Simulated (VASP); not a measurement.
# C (Fd-3m) in VASP: further runs

Runs on C. Level: r2SCAN. Tasks: single point.

All numbers are computed with VASP 6.6.1; they aren't measurements. Logs are shortened: lines on timing, memory, paths and dates and some standing lists are left out, and cuts for length are marked.

## (1) The cell of the first run

It takes space group Fd-3m (No. 227, cubic). The conventional cell has a = 3.550 Å, b = 3.550 Å, c = 3.550 Å, α = 90.00°, β = 90.00°, γ = 90.00°. Within 2.0 Å of C (site symmetry -43m) lie 4 C at 1.54 Å.

## (2) Single point, r2SCAN

File POSCAR:

```
C
1.0
    0.0000000000      1.7749543831      1.7749543831
    1.7749543831      0.0000000000      1.7749543831
    1.7749543831      1.7749543831      0.0000000000
C
2
Direct
    0.5000000000      0.5000000000      0.5000000000
    0.7500000000      0.7500000000      0.7500000000
```

File INCAR.step1:

```
PREC     = Accurate       # precision mode
ENCUT    = 1430           # plane-wave cutoff, eV
ISMEAR   = 0              # smearing method
SIGMA    = 0.01           # smearing width, eV
LREAL    = F              # projectors in reciprocal space
LASPH    = T              # aspherical terms in the spheres
NELM     = 120            # most SCF steps
NBANDS   = 11             # bands
GGA      = PE             # functional
ALGO     = Normal         # electronic algorithm
EDIFF    = 1E-5           # SCF threshold, eV
LWAVE    = T              # write WAVECAR
LCHARG   = F              # write CHGCAR
GGA_COMPAT= F
```

File INCAR.step2:

```
PREC     = Accurate       # precision mode
ENCUT    = 1430           # plane-wave cutoff, eV
EDIFF    = 1E-6           # SCF threshold, eV
ISMEAR   = 0              # smearing method
SIGMA    = 0.01           # smearing width, eV
LREAL    = F              # projectors in reciprocal space
LASPH    = T              # aspherical terms in the spheres
NELM     = 120            # most SCF steps
ALGO     = Normal         # electronic algorithm
ISIF     = 2              # what is computed and relaxed
LWAVE    = F              # write WAVECAR
LCHARG   = F              # write CHGCAR
METAGGA  = R2SCAN         # meta-GGA
LMIXTAU  = T            
NBANDS   = 11             # bands
ISTART   = 1            
GGA_COMPAT= F
```

File KPOINTS:

```
regular mesh
0
Gamma
  12 12 12
```

Potentials or basis: VASP PAW PBE potentials, release 64 (C_h).

Launch:

```bash
> cat potpaw_PBE.64/C_h/POTCAR > POTCAR
> cp INCAR.step1 INCAR
> mpirun -np 1 vasp_std > vasp.out
> cp INCAR.step2 INCAR
> mpirun -np 1 vasp_std > vasp.out
```

OUTCAR:

```text
PREC = Accurate
   ENCUT = 1430
   EDIFF = 1E-6
   ISMEAR = 0
   LREAL = F
   LASPH = T
   NELM = 120
   ISIF = 2
   METAGGA = R2SCAN
   ISTART = 1

 ion  position               nearest neighbor table
   1  0.500  0.500  0.500-
   2  0.750  0.750  0.750-

  LATTYP: Found a face centered cubic cell.
 ALAT       =     3.5499087662

  Lattice vectors:

 A1 = (   0.0000000000,   1.7749543831,   1.7749543831)
 A2 = (   1.7749543831,   0.0000000000,   1.7749543831)
 A3 = (   1.7749543831,   1.7749543831,   0.0000000000)

Analysis of symmetry for initial positions (statically):
=====================================================================
 Subroutine PRICEL returns:
 Original cell was already a primitive cell.

 Routine SETGRP: Setting up the symmetry group for a
 face centered cubic supercell.

 Subroutine GETGRP returns: Found 48 space group operations
 (whereof 24 operations were pure point group operations)
 out of a pool of 48 trial point group operations.

The static configuration has the point symmetry T_d .
 The point group associated with its full space group is O_h .

Analysis of symmetry for dynamics (positions and initial velocities):
=====================================================================
 Subroutine PRICEL returns:
 Original cell was already a primitive cell.

 Routine SETGRP: Setting up the symmetry group for a
 face centered cubic supercell.

 Subroutine GETGRP returns: Found 48 space group operations
 (whereof 24 operations were pure point group operations)
 out of a pool of 48 trial point group operations.

The dynamic configuration has the point symmetry T_d .
 The point group associated with its full space group is O_h .

 Subroutine INISYM returns: Found 48 space group operations
 (whereof 24 operations are pure point group operations),
 and found     1 'primitive' translations

----------------------------------------------------------------------------------------

                                     Primitive cell

  volume of cell :      11.1839

  direct lattice vectors                    reciprocal lattice vectors
     0.000000000  1.774954383  1.774954383    -0.281697380  0.281697380  0.281697380
     1.774954383  0.000000000  1.774954383     0.281697380 -0.281697380  0.281697380
     1.774954383  1.774954383  0.000000000     0.281697380  0.281697380 -0.281697380

  length of vectors
     2.510164561  2.510164561  2.510164561     0.487914175  0.487914175  0.487914175

  position of ions in fractional coordinates (direct lattice)
     0.500000000  0.500000000  0.500000000
     0.750000000  0.750000000  0.750000000

  ion indices of the primitive-cell ions
   primitive index   ion index
                 1           1
                 2           2

----------------------------------------------------------------------------------------

 KPOINTS: regular mesh

Automatic generation of k-mesh.
 Grid dimensions read from file:
 generate k-points for:   12   12   12

 Generating k-lattice:

  Cartesian coordinates                     Fractional coordinates (reciprocal lattice)
    -0.023474782  0.023474782  0.023474782     0.083333333  0.000000000  0.000000000
     0.023474782 -0.023474782  0.023474782     0.000000000  0.083333333  0.000000000
     0.023474782  0.023474782 -0.023474782     0.000000000  0.000000000  0.083333333

  Length of vectors
     0.040659515  0.040659515  0.040659515

  Shift w.r.t. Gamma in fractional coordinates (k-lattice)
     0.000000000  0.000000000  0.000000000

 Subroutine IBZKPT returns following result:
 ===========================================

 Found     72 irreducible k-points:

 Following reciprocal coordinates:
            Coordinates               Weight
  0.000000  0.000000  0.000000      1.000000
  0.083333  0.000000  0.000000      8.000000
  0.166667  0.000000  0.000000      8.000000
  0.250000  0.000000  0.000000      8.000000
  0.333333  0.000000  0.000000      8.000000
  0.416667  0.000000  0.000000      8.000000
[... 16 lines left out ...]
  0.500000  0.166667  0.000000     24.000000
 -0.416667  0.166667  0.000000     24.000000
 [... further k-points ...]
   k-points           NKPTS =     72   k-points in BZ     NKDIM =     72   number of bands    NBANDS=     11
   number of dos      NEDOS =    301   number of ions     NIONS =      2
   total plane-waves  NPLWV =  32768
   dimension x,y,z NGX =    32 NGY =   32 NGZ =   32
   dimension x,y,z NGXF=    64 NGYF=   64 NGZF=   64
   ions per type =               2
   NGX,Y,Z   is equivalent  to a cutoff of  21.19, 21.19, 21.19 a.u.
   NGXF,Y,Z  is equivalent  to a cutoff of  42.39, 42.39, 42.39 a.u.
 SYSTEM =  unknown system
   PREC   = accura    normal or accurate (medium, high low for compatibility)
   ISTART =      1    job   : 0-new  1-cont  2-samecut
   ICHARG =      0    charge: 1-file 2-atom 10-const
   ISPIN  =      1    spin polarized calculation?
   LNONCOLLINEAR =      F non collinear calculations
   LSORBIT =      F    spin-orbit coupling
   LASPH  =      T    aspherical Exc in radial PAW
   ENCUT  = 1430.0 eV 105.10 Ry   10.25 a.u.   7.74  7.74  7.74*2*pi/ulx,y,z
   NELM   =    120;   NELMIN=  2; NELMDL=  0     # of ELM steps
   EDIFF  = 0.1E-05   stopping-criterion for ELM
   LREAL  =      F    real-space projection
   EDIFFG = 0.1E-04   stopping-criterion for IOM
   NSW    =      0    number of steps for IOM
   IBRION =     -1    ionic relax: 0-MD 1-quasi-New 2-CG
   NFREE  =      0    steps in history (QN), initial steepest desc. (CG)
   ISIF   =      2    stress and relaxation
   ISYM   =      2    0-nonsym 1-usesym 2-fastsym
   POTIM  = 0.5000    time-step for ionic-motion
   TEBEG  =    0.0;   TEEND  =   0.0 temperature during run
   PSTRESS=    0.0 pullay stress
   NELECT =       8.0000    total number of electrons
   NUPDOWN=      -1.0000    fix difference up-down
   EMIN   =  10.00;   EMAX   =-10.00  energy-range for DOS
   EFERMI =   0.00;   METHOD = LEGACY
   ISMEAR =     0;   SIGMA  =   0.01  broadening in eV -4-tet -1-fermi 0-gaus
   EFERMI_NEDOS =   21; number of points for ismear=-14 and -15
   IALGO  =     38    algorithm
   IMIX   =      4    mixing-type and parameters
     AMIX     =   0.40;   BMIX     =  1.00
     AMIX_MAG =   1.60;   BMIX_MAG =  1.00
  volume/ion in A,a.u.               =       5.59        37.74
  Fermi-wavevector in a.u.,A,eV,Ry     =   1.464112  2.766770 29.165774  2.143624
  Thomas-Fermi vector in A             =   2.580127
   LORBIT       =      0    0 simple, 1 ext, 2 COOP (PROOUT), +10 PAW based schemes
   METAGGA = R2SCAN    functional components
   LHFCALC =     F    Hartree Fock is set to
   AEXX    =    0.0000 exact exchange contribution
   IVDW    =     0    specifies the selected vdW correction
   LEPSILON=     F    determine dielectric tensor
   LRPA    =     F    only Hartree local field effects (RPA)
 non-spin polarized calculation
 Gauss-broadening in eV      SIGMA  =   0.01
  energy-cutoff  :     1430.00
  volume of cell :       11.18
 maximum number of plane-waves:      1391
   NGX = 15   NGY = 15   NGZ = 15

 number of electron       8.0000000 magnetization

 Free energy of the ion-electron system (eV)
  ---------------------------------------------------
  ext. energy  EPLUGINS =         0.00000000
  ---------------------------------------------------
  free energy    TOTEN  =       -19.72163610 eV

  energy without entropy =      -19.72163610  energy(sigma->0) =      -19.72163610

 E-fermi :  11.2922     XC(G=0): -14.3477

 val. band max:       11.1317124271   @ k =   0.0000   0.0000   0.0000
 cond. band min:      15.5399854778   @ k =   0.3333   0.3333   0.0000
 fundamental gap:      4.4082730507
 Fermi energy:        11.2921999415

 k-point     1 :       0.0000    0.0000    0.0000
  band No.  band energies     occupation
      1     -11.7340      2.00000
      2      11.1317      2.00000
      3      11.1317      2.00000
      4      11.1317      2.00000
      5      17.0512      0.00000
      6      17.0512      0.00000
      7      17.0512      0.00000
      8      25.3267      0.00000
      9      31.7281      0.00000
     10      38.6411      0.00000
     11      38.6411      0.00000

 k-point     2 :       0.0833    0.0000    0.0000
  band No.  band energies     occupation
      1     -11.5313      2.00000
      2       9.8074      2.00000
      3      10.7838      2.00000
      4      10.7838      2.00000
      5      17.5086      0.00000
      6      17.5086      0.00000
      7      17.8299      0.00000
      8      25.5193      0.00000
      9      32.0749      0.00000
     10      36.5897      0.00000
     11      36.5897      0.00000

 k-point     3 :       0.1667    0.0000    0.0000
  band No.  band energies     occupation
      1     -10.9257      2.00000
      2       7.0956      2.00000
      3      10.0305      2.00000
      4      10.0305      2.00000
      5      18.4998      0.00000
      6      18.4998      0.00000
      7      18.9978      0.00000
      8      26.0718      0.00000
      9      32.7974      0.00000
     10      34.9368      0.00000
     11      34.9368      0.00000

 k-point     4 :       0.2500    0.0000    0.0000
  band No.  band energies     occupation
      1      -9.9267      2.00000
      2       4.0745      2.00000
      3       9.2556      2.00000
      4       9.2556      2.00000
      5      19.4173      0.00000
      6      19.4173      0.00000
      7      19.7819      0.00000
      8      26.8375      0.00000
      9      33.2367      0.00000
     10      34.5328      0.00000
     11      34.5328      0.00000
[... 239 lines left out ...]
 k-point    22 :       0.4167    0.1667    0.0000
  band No.  band energies     occupation
      1      -7.3414      2.00000
      2       0.6916      2.00000
      3       6.5480      2.00000
      4       6.7903      2.00000
      5      18.2180      0.00000
      6      22.8660      0.00000
      7      22.9774      0.00000
      8      24.6643      0.00000
      9      33.6452      0.00000
     10      35.0889      0.00000
     11      39.9714      0.00000

 k-point    23 :       0.5000    0.1667    0.0000
  band No.  band energies     occupation
      1      -5.6961      2.00000
      2      -1.6557      2.00000
      3       5.7849      2.00000
      4       6.8831      2.00000
      5      18.6643      0.00000
      6      22.5589      0.00000
      7      23.0888      0.00000
      8      26.4321      0.00000
      9      32.6305      0.00000
     10      36.6120      0.00000
     11      39.1791      0.00000

 k-point    24 :      -0.4167    0.1667    0.0000
  band No.  band energies     occupation
      1      -5.2605      2.00000
      2      -2.1829      2.00000
      3       5.2689      2.00000
      4       7.2866      2.00000
      5      19.1305      0.00000
      6      22.0274      0.00000
      7      23.0628      0.00000
      8      27.7332      0.00000
      9      31.8546      0.00000
     10      36.5527      0.00000
     11      37.4278      0.00000

 [... further k-points ...]

------------------------ aborting loop because EDIFF is reached ----------------------------------------

  FORCE on cell =-STRESS in cart. coord.  units (eV):
  Direction    XX          YY          ZZ          XY          YZ          ZX
  --------------------------------------------------------------------------------------
  -------------------------------------------------------------------------------------
  Total        0.2352044      0.2352044      0.2352044     -0.0000000     -0.0000000     -0.0000000
  in kB       33.6949148     33.6949148     33.6949148     -0.0000000     -0.0000000     -0.0000000
  external PRESSURE =      33.6949148 kB  Pullay stress =       0.0000000 kB

 VOLUME and BASIS-vectors are now :
 -----------------------------------------------------------------------------
  energy-cutoff  :     1430.00
  volume of cell :       11.18
      direct lattice vectors                 reciprocal lattice vectors
     0.000000000  1.774954383  1.774954383    -0.281697380  0.281697380  0.281697380
     1.774954383  0.000000000  1.774954383     0.281697380 -0.281697380  0.281697380
     1.774954383  1.774954383  0.000000000     0.281697380  0.281697380 -0.281697380

 POSITION                                       TOTAL-FORCE (eV/Angst)
 -----------------------------------------------------------------------------------
      1.77495      1.77495      1.77495         0.000000      0.000000      0.000000
      2.66243      2.66243      2.66243        -0.000000     -0.000000     -0.000000
 -----------------------------------------------------------------------------------
    total drift:                               -0.000000     -0.000000      0.000000

  FREE ENERGIE OF THE ION-ELECTRON SYSTEM (eV)
  ---------------------------------------------------
  free  energy   TOTEN  =       -19.7216361033 eV

  energy  without entropy=      -19.7216361033  energy(sigma->0) =      -19.72163610
```

Run time: 61 s. Hardware: 1 thread of Intel Xeon Platinum 8488C (Sapphire Rapids), shared host; peak memory 0.18 GiB.

Results:

```
Free energy            : -19.7216 eV
Pressure               : 3.4 GPa
Band gap on the k mesh : 4.41 eV (least direct gap 5.92 eV)
```

Caveat: the cell stands under pressure; the PAW data sets were made with another functional, which shifts forces and pressure a little. A k mesh can miss the band edges.

## (3) Single point, r2SCAN

This run uses another cell than the first one, of 5.52 Å³/atom.

File POSCAR:

```
C
1.0
    0.0000000000      1.7675122453      1.7675122453
    1.7675122453      0.0000000000      1.7675122453
    1.7675122453      1.7675122453      0.0000000000
C
2
Direct
    0.5000000000      0.5000000000      0.5000000000
    0.7500000000      0.7500000000      0.7500000000
```

File INCAR.step1:

```
PREC = Accurate ; ENCUT = 1430
ISMEAR = 0 ; SIGMA = 0.01
LREAL = F ; LASPH = T
NELM = 120 ; NBANDS = 11
GGA = PE ; ALGO = Normal
EDIFF = 1E-5 ; LWAVE = T
LCHARG = F ; GGA_COMPAT = F
```

File INCAR.step2:

```
PREC = Accurate ; ENCUT = 1430
EDIFF = 1E-6 ; ISMEAR = 0
SIGMA = 0.01 ; LREAL = F
LASPH = T ; NELM = 120
ALGO = Normal ; ISIF = 2
LWAVE = F ; LCHARG = T
METAGGA = R2SCAN ; LMIXTAU = T
LELF = T ; LVHAR = T
NBANDS = 11 ; ISTART = 1
GGA_COMPAT = F
```

KPOINTS is that of step 2.

Potentials or basis: VASP PAW PBE potentials, release 64 (C_h).

Launch:

```bash
> cat potpaw_PBE.64/C_h/POTCAR > POTCAR
> cp INCAR.step1 INCAR
> mpirun -np 1 vasp_std > vasp.out
> cp INCAR.step2 INCAR
> mpirun -np 1 vasp_std > vasp.out
```

Run time: 2.1 min. Hardware: 1 thread of AMD EPYC 7R43 (Zen 3), shared host; peak memory 0.15 GiB.

It converged, with:

```
Free energy            : -19.7159 eV
Pressure               : 9.4 GPa
Band gap on the k mesh : 4.44 eV (least direct gap 5.96 eV)
```

Levels at points of the mesh, in eV from the valence-band top:
```tsv
k point	band 1	band 2	band 3	band 4	band 5	band 6	band 7	band 8
(0.00, 0.00, 0.00)	-23.04	0.00	0.00	0.00	5.96	5.96	5.96	14.50
(0.50, 0.00, 0.00)	-16.94	-14.33	-3.04	-3.04	9.03	9.03	9.54	16.99
(0.50, 0.50, 0.00)	-13.76	-13.76	-6.81	-6.81	5.09	5.09	18.35	18.35
```

Caveat: the cell stands under pressure; the PAW data sets were made with another functional, which shifts forces and pressure a little.
